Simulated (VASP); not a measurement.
# AsS5 (P-62m) in VASP: further runs

AsS5 is run at these levels: PBE; tasks: single point, relaxation of cell and atoms.

All numbers are computed with VASP 6.6.1; they aren't measurements. Logs are shortened: lines on timing, memory, paths and dates and some standing lists are left out, and cuts for length are marked.

### Step 1. The cell of the first run

It takes space group P-62m (No. 189, hexagonal). Conventional cell: a = 4.661 Å, b = 4.661 Å, c = 7.099 Å, α = 90.00°, β = 90.00°, γ = 120.00°. Within 3.5 Å of As (site symmetry -62m) lie 6 S at 2.69 Å. Within 2.8 Å of S (site symmetry m2m) lie 2 S at 2.12 Å. S (site symmetry -6) has 3 As at 2.69 Å and 3 S at 2.69 Å within 3.5 Å.

The cell was built from a structure type or drawn by symmetry, and may not be a known phase.

### Step 2. Single point, PBE

INCAR

```
ALGO = Normal
EDIFF = 1E-6
ENCUT = 600
GGA = PE
GGA_COMPAT = F
ISIF = 2
ISMEAR = 0
LASPH = T
LCHARG = F
LREAL = F
LWAVE = F
NBANDS = 32
NELM = 120
PREC = Accurate
SIGMA = 0.1
```

KPOINTS

```
k-points
0
Gamma
  6 6 4
```

POSCAR

```
AsS5
1.0
    4.6605226352      0.0000000000      0.0000000000
   -2.3302613176      4.0361309970      0.0000000000
    0.0000000000      0.0000000000      7.0994302001
As S
1 5
Direct
    0.0000000000      0.0000000000      0.0000000000
    0.0000000000      0.7377688960      0.5000000000
    0.7377688960      0.0000000000      0.5000000000
    0.2622311040      0.2622311040      0.5000000000
    0.6666666667      0.3333333333      0.0000000000
    0.3333333333      0.6666666667      0.0000000000
```

Potentials or basis: VASP PAW PBE potentials, release 64 (As_d, S).

Started as:

```sh
> cat potpaw_PBE.64/As_d/POTCAR potpaw_PBE.64/S/POTCAR > POTCAR
> mpirun -np 1 vasp_std > vasp.out
```

OUTCAR:

```text
EDIFF = 1E-6
   ENCUT = 600
   GGA = PE
   ISIF = 2
   ISMEAR = 0
   LASPH = T
   LREAL = F
   NELM = 120
   PREC = Accurate

 ion  position               nearest neighbor table
   1  0.000  0.000  0.000-   5 2.69   6 2.69   5 2.69   6 2.69   5 2.69   6 2.69
   2  0.000  0.738  0.500-   3 2.12   4 2.12
   3  0.738  0.000  0.500-   4 2.12   2 2.12
   4  0.262  0.262  0.500-   3 2.12   2 2.12
   5  0.667  0.333  0.000-   1 2.69   6 2.69   6 2.69   1 2.69   1 2.69   6 2.69
   6  0.333  0.667  0.000-   1 2.69   5 2.69   5 2.69   1 2.69   1 2.69   5 2.69

  LATTYP: Found a hexagonal cell.
 ALAT       =     4.6605226352
 C/A-ratio  =     1.5233120308

  Lattice vectors:

 A1 = (   4.6605226352,   0.0000000000,   0.0000000000)
 A2 = (  -2.3302613176,   4.0361309970,   0.0000000000)
 A3 = (   0.0000000000,   0.0000000000,   7.0994302001)

Analysis of symmetry for initial positions (statically):
=====================================================================
 Subroutine PRICEL returns:
 Original cell was already a primitive cell.

 Routine SETGRP: Setting up the symmetry group for a
 hexagonal supercell.

 Subroutine GETGRP returns: Found 12 space group operations
 (whereof 12 operations were pure point group operations)
 out of a pool of 24 trial point group operations.

The static configuration has the point symmetry D_3h.

Analysis of symmetry for dynamics (positions and initial velocities):
=====================================================================
 Subroutine PRICEL returns:
 Original cell was already a primitive cell.

 Routine SETGRP: Setting up the symmetry group for a
 hexagonal supercell.

 Subroutine GETGRP returns: Found 12 space group operations
 (whereof 12 operations were pure point group operations)
 out of a pool of 24 trial point group operations.

The dynamic configuration has the point symmetry D_3h.

 Subroutine INISYM returns: Found 12 space group operations
 (whereof 12 operations are pure point group operations),
 and found     1 'primitive' translations

----------------------------------------------------------------------------------------

                                     Primitive cell

[... 92 lines left out ...]
   ENCUT  =  600.0 eV  44.10 Ry    6.64 a.u.   9.31  9.31 14.18*2*pi/ulx,y,z
   NELM   =    120;   NELMIN=  2; NELMDL= -5     # of ELM steps
   EDIFF  = 0.1E-05   stopping-criterion for ELM
   LREAL  =      F    real-space projection
   EDIFFG = 0.1E-04   stopping-criterion for IOM
   NSW    =      0    number of steps for IOM
   IBRION =     -1    ionic relax: 0-MD 1-quasi-New 2-CG
   NFREE  =      0    steps in history (QN), initial steepest desc. (CG)
   ISIF   =      2    stress and relaxation
   ISYM   =      2    0-nonsym 1-usesym 2-fastsym
   POTIM  = 0.5000    time-step for ionic-motion
   TEBEG  =    0.0;   TEEND  =   0.0 temperature during run
   PSTRESS=    0.0 pullay stress
   NELECT =      45.0000    total number of electrons
   NUPDOWN=      -1.0000    fix difference up-down
   EMIN   =  10.00;   EMAX   =-10.00  energy-range for DOS
   EFERMI =   0.00;   METHOD = LEGACY
   ISMEAR =     0;   SIGMA  =   0.10  broadening in eV -4-tet -1-fermi 0-gaus
   EFERMI_NEDOS =   21; number of points for ismear=-14 and -15
   IALGO  =     38    algorithm
   IMIX   =      4    mixing-type and parameters
     AMIX     =   0.40;   BMIX     =  1.00
     AMIX_MAG =   1.60;   BMIX_MAG =  1.00
  volume/ion in A,a.u.               =      22.26       150.20
  Fermi-wavevector in a.u.,A,eV,Ry     =   1.139212  2.152798 17.657695  1.297804
  Thomas-Fermi vector in A             =   2.275916
   LORBIT       =      0    0 simple, 1 ext, 2 COOP (PROOUT), +10 PAW based schemes
   GGA     = PE    functional components
   LHFCALC =     F    Hartree Fock is set to
   AEXX    =    0.0000 exact exchange contribution
   IVDW    =     0    specifies the selected vdW correction
   LEPSILON=     F    determine dielectric tensor
   LRPA    =     F    only Hartree local field effects (RPA)
 non-spin polarized calculation
 Gauss-broadening in eV      SIGMA  =   0.10
  energy-cutoff  :      600.00
  volume of cell :      133.54
 maximum number of plane-waves:      4470
 NGX is ok and might be reduce to    40
   NGX = 19   NGY = 19   NGZ = 29

 number of electron      44.9999985 magnetization

 Free energy of the ion-electron system (eV)
  ---------------------------------------------------
  ext. energy  EPLUGINS =         0.00000000
  ---------------------------------------------------
  free energy    TOTEN  =       -20.97135339 eV

  energy without entropy =      -20.95012639  energy(sigma->0) =      -20.96073989

 E-fermi :   3.3670     XC(G=0):  -9.3575

 val. band max:        3.3506807756   @ k =   0.1667   0.1667   0.0000
 cond. band min:       3.3905414709   @ k =   0.0000   0.0000   0.5000
 fundamental gap:      0.0398606952
 Fermi energy:         3.3670139787

 k-point     1 :       0.0000    0.0000    0.0000
  band No.  band energies     occupation
      1     -32.8656      2.00000
      2     -32.8603      2.00000
      3     -32.8603      2.00000
      4     -32.8563      2.00000
      5     -32.8563      2.00000
      6     -14.0259      2.00000
[... 724 lines left out ...]
     31      11.1972      0.00000
     32      11.1972      0.00000

------------------------ aborting loop because EDIFF is reached ----------------------------------------

  FORCE on cell =-STRESS in cart. coord.  units (eV):
  Direction    XX          YY          ZZ          XY          YZ          ZX
  --------------------------------------------------------------------------------------
  -------------------------------------------------------------------------------------
  Total       -0.4507101     -0.4507101      0.2071598      0.0000000     -0.0000000      0.0000000
  in kB       -5.4073499     -5.4073499      2.4853791      0.0000000     -0.0000000      0.0000000
  external PRESSURE =      -2.7764402 kB  Pullay stress =       0.0000000 kB

 VOLUME and BASIS-vectors are now :
 -----------------------------------------------------------------------------
  energy-cutoff  :      600.00
  volume of cell :      133.54
      direct lattice vectors                 reciprocal lattice vectors
     4.660522635  0.000000000  0.000000000     0.214568210  0.123881014  0.000000000
    -2.330261318  4.036130997  0.000000000     0.000000000  0.247762028  0.000000000
     0.000000000  0.000000000  7.099430200     0.000000000  0.000000000  0.140856375

 POSITION                                       TOTAL-FORCE (eV/Angst)
 -----------------------------------------------------------------------------------
      0.00000      0.00000      0.00000         0.000000     -0.000000      0.000000
     -1.71919      2.97773      3.54972        -0.103463      0.179203      0.000000
      3.43839      0.00000      3.54972         0.206926     -0.000000      0.000000
      0.61107      1.05840      3.54972        -0.103463     -0.179203      0.000000
      2.33026      1.34538      0.00000         0.000000     -0.000000      0.000000
     -0.00000      2.69075      0.00000         0.000000     -0.000000      0.000000
 -----------------------------------------------------------------------------------
    total drift:                                0.000000      0.000000     -0.000000

  FREE ENERGIE OF THE ION-ELECTRON SYSTEM (eV)
  ---------------------------------------------------
  free  energy   TOTEN  =       -20.9713533887 eV

  energy  without entropy=      -20.9501263927  energy(sigma->0) =      -20.96073989
```

It took 52 s on 1 thread of Intel Xeon 6975P-C (Granite Rapids), shared host; peak memory 0.33 GiB.

What came out:

```
Free energy            : -20.9714 eV
Pressure               : -0.3 GPa
Largest force          : 0.207 eV/Å
Band gap on the k mesh : zero (an odd number of electrons rules out a gap without spin polarisation)
```

Forces on the atoms (eV/Å):
```
As   0.000  0.000  0.000
S   -0.103  0.179  0.000
S    0.207  0.000  0.000
S   -0.103 -0.179  0.000
S    0.000  0.000  0.000
S    0.000  0.000  0.000
```

Caveat: this functional lacks dispersion, which binds the layers, so the pressure and a relaxed spacing across them are unreliable.

### Step 3. Relaxation of cell and atoms, PBE

This run uses another cell than the first one, of 18.07 Å³/atom.

INCAR

```
SYSTEM = AsS5
ALGO     = Normal         ! electronic algorithm
EDIFF    = 1E-6           ! SCF threshold, eV
EDIFFG   = -0.04          ! ionic threshold
ENCUT    = 600            ! plane-wave cutoff, eV
GGA      = PE             ! functional
IBRION   = 2              ! ionic algorithm
ISIF     = 3              ! what is computed and relaxed
ISMEAR   = 0              ! smearing method
LASPH    = .True.         ! aspherical terms in the spheres
LCHARG   = .False.        ! write CHGCAR
LREAL    = .False.        ! projectors in reciprocal space
LWAVE    = .False.        ! write WAVECAR
NELM     = 80             ! most SCF steps
NSW      = 90             ! ionic steps
PREC     = Accurate       ! precision mode
SIGMA    = 0.1            ! smearing width, eV
```

KPOINTS

```
k-points
0
Gamma
  6 6 4
  0 0 0
```

POSCAR

```
AsS5
1.0
    5.2876301865      0.0000000000      0.0000000000
   -2.6438150932      4.5792220673      0.0000000000
    0.0000000000      0.0000000000      4.4769374266
As S
1 5
Direct
    0.0000000000      0.0000000000      0.0000000000
    0.0000000000      0.7313185078      0.5000000000
    0.7313185078      0.0000000000      0.5000000000
    0.2686814922      0.2686814922      0.5000000000
    0.6666666667      0.3333333333      0.0000000000
    0.3333333333      0.6666666667      0.0000000000
```

Potentials or basis: VASP PAW PBE potentials, release 64 (As, S).

Started as:

```sh
> cat potpaw_PBE.64/As/POTCAR potpaw_PBE.64/S/POTCAR > POTCAR
> mpirun -np 1 vasp_std > vasp.out
```

It took 29 min on 1 thread of AMD EPYC 7R43 (Zen 3), shared host; peak memory 0.23 GiB.

The run converged. Its results:

```yaml
Free_energy: -20.9314 eV
Relaxed_volume: 21.87 Å³/atom
Relaxed_cell: a = 4.669 Å, b = 4.669 Å, c = 6.953 Å, α = 90.00°, β = 90.00°, γ = 120.00°
Space_group_after_relaxing_to_0.1_Å: P-62m (No. 189)
Energy_gained_by_relaxing: 240.1 meV/atom
Ionic_steps: 33
Pressure_after_relaxing: -0.1 GPa
Largest_force_after_relaxing: 0.019 eV/Å
Band_gap_on_the_k_mesh: zero (an odd number of electrons rules out a gap without spin polarisation)
```

Forces in eV/Å, atoms in the order of the input:
```
As   0.000  0.000  0.000
S    0.010 -0.017  0.000
S   -0.019  0.000  0.000
S    0.010  0.017  0.000
S    0.000  0.000  0.000
S    0.000  0.000  0.000
```

Stress tensor (GPa, compression positive):
```
-0.19  0.00  0.00
 0.00 -0.19  0.00
 0.00  0.00 -0.02
```

Step by step:
| step | energy change (eV) | largest force (eV/Å) | pressure (GPa) | volume (Å³) |
| --- | --- | --- | --- | --- |
| 1 | 0.0000 | 0.1153 | -0.84 | 108.40 |
| 2 | -0.0305 | 0.0838 | 0.11 | 106.91 |
| 3 | -0.0698 | 0.1335 | 3.20 | 103.02 |
| 4 | -0.0794 | 0.1303 | 3.26 | 102.95 |
| 5 | -0.1057 | 0.0971 | 3.50 | 102.74 |
| 6 | -0.1934 | 0.2982 | 4.06 | 102.25 |
| 7 | -0.4017 | 0.2027 | 6.39 | 100.99 |
| 8 | -0.2531 | 2.4589 | 16.59 | 97.46 |
| 9 | -0.4630 | 0.3905 | 9.18 | 99.85 |
| 10 | -0.4206 | 1.4263 | 12.90 | 98.54 |
| 11 | -0.4618 | 0.8713 | 10.95 | 99.19 |
| 12 | -0.4805 | 0.9631 | 11.09 | 99.34 |
| 13 | -0.5222 | 1.2623 | 11.62 | 99.75 |
| 14 | -0.5399 | 1.9135 | 13.21 | 100.47 |
| 15 | -0.6220 | 1.7785 | 12.37 | 101.47 |
| 16 | -0.8272 | 1.4387 | 10.21 | 104.46 |
| 17 | -1.1137 | 0.9247 | 7.22 | 110.40 |
| 18 | -1.3475 | 0.0492 | 3.58 | 122.15 |
| 19 | -1.3513 | 0.0680 | 3.25 | 123.79 |
| 20 | -1.3871 | 0.2184 | 2.19 | 124.48 |
| 21 | -1.4088 | 0.6377 | -0.51 | 126.39 |
| 22 | -1.4144 | 0.5105 | 0.25 | 125.83 |
| 23 | -1.4247 | 0.3300 | 0.35 | 126.17 |
| 24 | -1.4329 | 0.0158 | 0.59 | 126.79 |
| 25 | -1.4330 | 0.0545 | 0.62 | 126.86 |
| 26 | -1.4349 | 0.0066 | 0.30 | 127.59 |
| 27 | -1.4355 | 0.0479 | -0.07 | 128.45 |
| 28 | -1.4355 | 0.0374 | -0.01 | 128.29 |
| 29 | -1.4365 | 0.0046 | 0.02 | 128.63 |
| 30 | -1.4379 | 0.1306 | 0.10 | 129.64 |
| 31 | -1.4387 | 0.0952 | 0.02 | 130.01 |
| 32 | -1.4398 | 0.0088 | -0.28 | 131.14 |
| 33 | -1.4406 | 0.0191 | -0.13 | 131.23 |

Final structure:
```cif
data_structure
_symmetry_space_group_name_H-M 'P 1'
_symmetry_Int_Tables_number 1
_cell_length_a 4.6685
_cell_length_b 4.6685
_cell_length_c 6.9527
_cell_angle_alpha 90.000
_cell_angle_beta 90.000
_cell_angle_gamma 120.000
_cell_volume 131.23
loop_
_atom_site_label
_atom_site_type_symbol
_atom_site_fract_x
_atom_site_fract_y
_atom_site_fract_z
_atom_site_occupancy
As1 As 0.00000 0.00000 0.00000 1
S1 S 0.00000 0.73979 0.50000 1
S2 S 0.73979 0.00000 0.50000 1
S3 S 0.26021 0.26021 0.50000 1
S4 S 0.66667 0.33333 0.00000 1
S5 S 0.33333 0.66667 0.00000 1
```

Levels at points of the mesh, in eV from the Fermi level:
```csv
k point,band 16,band 17,band 18,band 19,band 20,band 21
"(0.00, 0.00, 0.00)",-1.19,-0.13,-0.13,0.08,1.31,4.81
"(0.50, 0.00, 0.00)",-0.55,-0.47,0.44,0.72,0.93,2.45
"(0.00, 0.00, 0.50)",-1.31,0.00,0.00,0.27,1.17,5.34
"(0.50, 0.00, 0.50)",-0.69,-0.44,0.08,0.79,0.90,2.54
```

Caveat: the volume moved by over 15 % at a fixed basis, so the end points are rough; this functional lacks dispersion, which binds the layers, so the pressure and a relaxed spacing across them are unreliable.
